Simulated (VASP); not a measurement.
# Li (P1) in VASP: further runs

Li is run at these levels: PBEsol+D3(BJ); tasks: single point.

Program: VASP 6.6.1. These are calculated values, not measurements. Logs are shortened: lines on timing, memory, paths and dates and some standing lists are left out, and cuts for length are marked.

### Step 1. The cell of the first run

The typed cell holds 3 atoms: a = 4.920 Å, b = 4.994 Å, c = 2.850 Å, α = 90.25°, β = 88.78°, γ = 119.83°.

### Step 2. Single point, PBEsol+D3(BJ)

INCAR reads:

```
PREC = Accurate ; ENCUT = 520
EDIFF = 1E-7 ; ISMEAR = 1
SIGMA = 0.1 ; LREAL = False
LASPH = True ; NELM = 80
ALGO = Normal ; ISIF = 2
LWAVE = False ; LCHARG = True
GGA = PS ; IVDW = 12
LELF = True ; LVHAR = True
NBANDS = 12
```

KPOINTS reads:

```
regular mesh
0
Gamma
  5 5 7
```

POSCAR reads:

```
Li
1.0
    4.9195300000     -0.0140600000      0.0522700000
   -2.4719400000      4.3388300000     -0.0110300000
    0.0305100000      0.0101800000      2.8498100000
Li
3
Direct
    0.9992726113      0.9929733725      0.9877853537
    0.6600100000      0.3333333333      0.4808300000
    0.3280000000      0.6520300000      0.4962800000
```

Potentials or basis: VASP PAW PBE potentials, release 64 (Li_sv).

Run with:

```sh
> cat potpaw_PBE.64/Li_sv/POTCAR > POTCAR
> mpirun -np 1 vasp_std > vasp.out
```

OUTCAR:

```text
PREC = Accurate
   ENCUT = 520
   EDIFF = 1E-7
   ISMEAR = 1
   LREAL = False
   LASPH = True
   NELM = 80
   ISIF = 2
   GGA = PS
   IVDW = 12
 IVDW          = 12

 ion  position               nearest neighbor table
   1  0.999  0.993  0.988-
   2  0.660  0.333  0.481-
   3  0.328  0.652  0.496-

  LATTYP: Found a triclinic cell.
 ALAT       =     4.9198277670
 B/A-ratio  =     1.0149951627
 C/A-ratio  =     0.5792868432
 COS(alpha) =     0.0044044569
 COS(beta)  =     0.0213181183
 COS(gamma) =     0.4974980970

  Lattice vectors:

 A1 = (  -4.9195300000,   0.0140600000,  -0.0522700000)
 A2 = (  -2.4719400000,   4.3388300000,  -0.0110300000)
 A3 = (  -0.0305100000,  -0.0101800000,  -2.8498100000)

Analysis of symmetry for initial positions (statically):
=====================================================================
 Subroutine PRICEL returns:
 Original cell was already a primitive cell.

 Routine SETGRP: Setting up the symmetry group for a
 triclinic supercell.

 Subroutine GETGRP returns: Found  1 space group operations
 (whereof  1 operations were pure point group operations)
 out of a pool of  2 trial point group operations.

The static configuration has the point symmetry C_1 .

Analysis of symmetry for dynamics (positions and initial velocities):
=====================================================================
 Subroutine PRICEL returns:
 Original cell was already a primitive cell.

 Routine SETGRP: Setting up the symmetry group for a
 triclinic supercell.

 Subroutine GETGRP returns: Found  1 space group operations
 (whereof  1 operations were pure point group operations)
 out of a pool of  2 trial point group operations.

The dynamic configuration has the point symmetry C_1 .

 Subroutine INISYM returns: Found  1 space group operations
 (whereof  1 operations are pure point group operations),
 and found     1 'primitive' translations

----------------------------------------------------------------------------------------

                                     Primitive cell

  volume of cell :      60.7225

  direct lattice vectors                    reciprocal lattice vectors
     4.919530000 -0.014060000  0.052270000     0.203630564  0.116006831 -0.002594460
    -2.471940000  4.338830000 -0.011030000     0.000668623  0.230855696 -0.000831814
     0.030510000  0.010180000  2.849810000    -0.003732317 -0.001234236  0.350944953
[... 95 lines left out ...]
   TEBEG  =    0.0;   TEEND  =   0.0 temperature during run
   PSTRESS=    0.0 pullay stress
   NELECT =       9.0000    total number of electrons
   NUPDOWN=      -1.0000    fix difference up-down
   EMIN   =  10.00;   EMAX   =-10.00  energy-range for DOS
   EFERMI =   0.00;   METHOD = LEGACY
   ISMEAR =     1;   SIGMA  =   0.10  broadening in eV -4-tet -1-fermi 0-gaus
   EFERMI_NEDOS =   21; number of points for ismear=-14 and -15
   IALGO  =     38    algorithm
   IMIX   =      4    mixing-type and parameters
     AMIX     =   0.40;   BMIX     =  1.00
     AMIX_MAG =   1.60;   BMIX_MAG =  1.00
  volume/ion in A,a.u.               =      20.24       136.59
  Fermi-wavevector in a.u.,A,eV,Ry     =   0.866375  1.637211 10.212606  0.750605
  Thomas-Fermi vector in A             =   1.984755
   LORBIT       =      0    0 simple, 1 ext, 2 COOP (PROOUT), +10 PAW based schemes
   GGA     = PS    functional components
   LHFCALC =     F    Hartree Fock is set to
   AEXX    =    0.0000 exact exchange contribution
   IVDW    =    12    specifies the selected vdW correction
   LEPSILON=     F    determine dielectric tensor
   LRPA    =     F    only Hartree local field effects (RPA)
 non-spin polarized calculation
 Methfessel and Paxton  Order N= 1 SIGMA  =   0.10
  energy-cutoff  :      520.00
  volume of cell :       60.72
 maximum number of plane-waves:      1645
 NGX is ok and might be reduce to    40
   NGX = 19   NGY = 19   NGZ = 11

 number of electron       9.0000000 magnetization

 Free energy of the ion-electron system (eV)
  ---------------------------------------------------
  ext. energy  EPLUGINS =         0.00000000
  ---------------------------------------------------
  free energy    TOTEN  =        -5.86721856 eV

  energy without entropy =       -5.86566262  energy(sigma->0) =       -5.86669991

 E-fermi :   0.4934     XC(G=0):  -7.0205

 val. band max:        0.4888259154   @ k =   0.0000  -0.4000   0.4286
 cond. band min:       0.4934268287   @ k =  -0.2000  -0.2000   0.1429
 fundamental gap:      0.0046009134
 Fermi energy:         0.4934034927

 k-point     1 :       0.0000    0.0000    0.0000
  band No.  band energies     occupation
      1     -45.3403      2.00000
      2     -45.3193      2.00000
      3     -45.2236      2.00000
      4      -2.9225      2.00000
      5       2.5698      0.00000
      6       2.6153      0.00000
      7       2.7185      0.00000
      8       2.8238      0.00000
      9       6.4153      0.00000
     10       6.5618      0.00000
     11      11.2376      0.00000
     12      14.6860      0.00000
[... 331 lines left out ...]
 k-point    24 :      -0.0000    0.4000    0.1429
  band No.  band energies     occupation
      1     -45.3330      2.00000
      2     -45.3209      2.00000
      3     -45.2215      2.00000
      4      -1.6920      2.00000
      5      -0.4777      2.00000
      6       1.1979     -0.00000
      7       3.8891      0.00000
      8       7.4104      0.00000
      9       8.2869      0.00000
     10       9.6464      0.00000
     11       9.9974      0.00000
     12      10.4279      0.00000

 [... further k-points ...]

------------------------ aborting loop because EDIFF is reached ----------------------------------------

 Edisp (eV)   -0.44729

 E8    (eV) :    -0.2861

  FORCE on cell =-STRESS in cart. coord.  units (eV):
  Direction    XX          YY          ZZ          XY          YZ          ZX
  --------------------------------------------------------------------------------------
  -------------------------------------------------------------------------------------
  Total      -0.64139    -0.65375    -0.20709    -0.03303     0.02020     0.11564
  in kB     -16.92317   -17.24932    -5.46419    -0.87158     0.53302     3.05110
  external pressure =      -13.21 kB  Pullay stress =        0.00 kB

 VOLUME and BASIS-vectors are now :
 -----------------------------------------------------------------------------
  energy-cutoff  :      520.00
  volume of cell :       60.72
      direct lattice vectors                 reciprocal lattice vectors
     4.919530000 -0.014060000  0.052270000     0.203630564  0.116006831 -0.002594460
    -2.471940000  4.338830000 -0.011030000     0.000668623  0.230855696 -0.000831814
     0.030510000  0.010180000  2.849810000    -0.003732317 -0.001234236  0.350944953

 POSITION                                       TOTAL-FORCE (eV/Angst)
 -----------------------------------------------------------------------------------
      2.49152      4.30435      2.85628        -0.028187     -0.002536      0.001982
      2.43763      1.44189      1.40110         0.064191     -0.070438     -0.008060
      0.01697      2.82949      1.42426        -0.036004      0.072974      0.006077
 -----------------------------------------------------------------------------------
    total drift:                               -0.000142      0.000211     -0.000133

  FREE ENERGIE OF THE ION-ELECTRON SYSTEM (eV)
  ---------------------------------------------------
  free  energy   TOTEN  =        -6.3145112140 eV

  energy  without entropy=       -6.3129552711  energy(sigma->0) =       -6.31399257
```

OSZICAR:

```text
N       E                     dE             d eps       ncg     rms          rms(c)
DAV:   1     0.252592960697E+02    0.25259E+02   -0.34879E+03  2112   0.656E+02
DAV:   2     0.109685211403E+00   -0.25150E+02   -0.24481E+02  2484   0.149E+02
DAV:   3    -0.579230135510E+01   -0.59020E+01   -0.58530E+01  4152   0.392E+01
DAV:   4    -0.587388806243E+01   -0.81587E-01   -0.81534E-01  2616   0.773E+00
DAV:   5    -0.587592572420E+01   -0.20377E-02   -0.20375E-02  3328   0.928E-01    0.600E-01
DAV:   6    -0.586979044814E+01    0.61353E-02   -0.31397E-03  3480   0.258E-01    0.337E-01
DAV:   7    -0.586717481701E+01    0.26156E-02   -0.64126E-03  3756   0.376E-01    0.470E-02
DAV:   8    -0.586721895568E+01   -0.44139E-04   -0.69091E-04  2792   0.148E-01    0.125E-02
DAV:   9    -0.586722025852E+01   -0.13028E-05   -0.26171E-05  3316   0.287E-02    0.832E-03
DAV:  10    -0.586721863121E+01    0.16273E-05   -0.11935E-06  2964   0.704E-03    0.528E-04
DAV:  11    -0.586721851495E+01    0.11626E-06   -0.27461E-07  2804   0.320E-03    0.580E-04
DAV:  12    -0.586721855940E+01   -0.44448E-07   -0.81006E-09  1712   0.898E-04
   1 F= -.63145112E+01 E0= -.63139926E+01  d E =-.155594E-02
```

Wall time 21 s (1 thread of Intel Xeon 6975P-C (Granite Rapids), shared host); peak memory 0.2 GiB.

Results:

* Free energy: -6.3145 eV
* Largest force: 0.096 eV/Å
* Dispersion energy per atom: -0.149 eV

Forces in eV/Å, atoms in the order of the input:
```
Li  -0.028 -0.003  0.002
Li   0.064 -0.070 -0.008
Li  -0.036  0.073  0.006
```

Caveat: the cutoff is under 1.25 times the usual one of these potentials, so pressure, stress and relaxed cells hold a basis-set (Pulay) error; the PAW data sets were made with another functional, which shifts forces and pressure a little; pairwise dispersion overbinds metals, which lowers pressure and volume.

### Step 3. Single point, PBEsol+D3(BJ)

INCAR reads:

```
PREC = Accurate
ENCUT = 520
EDIFF = 1E-6
ISMEAR = 1
SIGMA = 0.1
LREAL = F
LASPH = T
NELM = 80
ALGO = Normal
ISIF = 2
LWAVE = F
LCHARG = F
GGA = PS
IVDW = 12
NBANDS = 12
```

KPOINTS reads:

```
Automatic mesh
0
Gamma
  5 5 7
```

Edit POSCAR of step 2 so:

```diff
@@ -8,3 +8,3 @@
 Direct
-    0.9992726113      0.9929733725      0.9877853537
+    0.9911273887      0.9929466275      0.9879346463
     0.6600100000      0.3333333333      0.4808300000
```

Potentials or basis: VASP PAW PBE potentials, release 64 (Li_sv).

Run with:

```sh
> cat potpaw_PBE.64/Li_sv/POTCAR > POTCAR
> mpirun -np 1 vasp_std > vasp.out
```

Wall time 18 s (1 thread of Intel Xeon 6975P-C (Granite Rapids), shared host); peak memory 0.19 GiB.

It converged, with:

- Free energy: -6.3148 eV
- Largest force: 0.093 eV/Å
- Dispersion energy per atom: -0.149 eV

Forces on the atoms (eV/Å):
```
Li   0.017 -0.001  0.000
Li   0.042 -0.071 -0.007
Li  -0.058  0.072  0.007
```

Levels at points of the mesh, in eV from the Fermi level:
| k point | band 2 | band 3 | band 4 | band 5 | band 6 | band 7 |
| --- | --- | --- | --- | --- | --- | --- |
| (0.00, 0.00, 0.00) | -45.81 | -45.72 | -3.42 | 2.09 | 2.11 | 2.23 |

Caveat: the cutoff is under 1.25 times the usual one of these potentials, so pressure, stress and relaxed cells hold a basis-set (Pulay) error; the PAW data sets were made with another functional, which shifts forces and pressure a little; pairwise dispersion overbinds metals, which lowers pressure and volume.

### Step 4. Single point, PBEsol+D3(BJ)

This run uses another cell than the first one, of 20.34 Å³/atom, 1.005 times its volume.

INCAR reads:

```
SYSTEM = Li
PREC = Accurate
ENCUT = 520
EDIFF = 1E-6
ISMEAR = 1
SIGMA = 0.1
LREAL = .FALSE.
LASPH = .TRUE.
NELM = 80
ALGO = Normal
ISIF = 2
LWAVE = .FALSE.
LCHARG = .FALSE.
GGA = PS
IVDW = 12
NBANDS = 12
```

KPOINTS reads:

```
regular mesh
0
G
  5 5 7
  0 0 0
```

POSCAR reads:

```
Li
1.0
    4.9277155891     -0.0140833944      0.0523569719
   -2.4760530525      4.3460493644     -0.0110483528
    0.0305607655      0.0101969385      2.8545517891
Li
3
Direct
    0.9952000000      0.9929600000      0.9878600000
    0.6600100000      0.3333333333      0.4808300000
    0.3280000000      0.6520300000      0.4962800000
```

Run with:

```sh
> cat potpaw_PBE.64/Li_sv/POTCAR > POTCAR
> mpirun -np 1 vasp_std > vasp.out
```

Wall time 21 s (1 thread of Intel Xeon 6975P-C (Granite Rapids), shared host); peak memory 0.19 GiB.

The run converged. Its results:

```
Free energy                : -6.3126 eV
Largest force              : 0.088 eV/Å
Dispersion energy per atom : -0.148 eV
```

Forces in eV/Å, atoms in the order of the input:
```
Li  -0.006 -0.002  0.001
Li   0.053 -0.071 -0.008
Li  -0.047  0.072  0.006
```

Levels at points of the mesh, in eV from the Fermi level:
| k point | band 1 | band 2 | band 3 | band 4 | band 5 | band 6 | band 7 | band 8 | band 9 |
| --- | --- | --- | --- | --- | --- | --- | --- | --- | --- |
| (0.00, 0.00, 0.00) | -45.84 | -45.82 | -45.73 | -3.41 | 2.09 | 2.10 | 2.22 | 2.32 | 5.89 |

Caveat: the cutoff is under 1.25 times the usual one of these potentials, so pressure, stress and relaxed cells hold a basis-set (Pulay) error; the PAW data sets were made with another functional, which shifts forces and pressure a little; pairwise dispersion overbinds metals, which lowers pressure and volume.
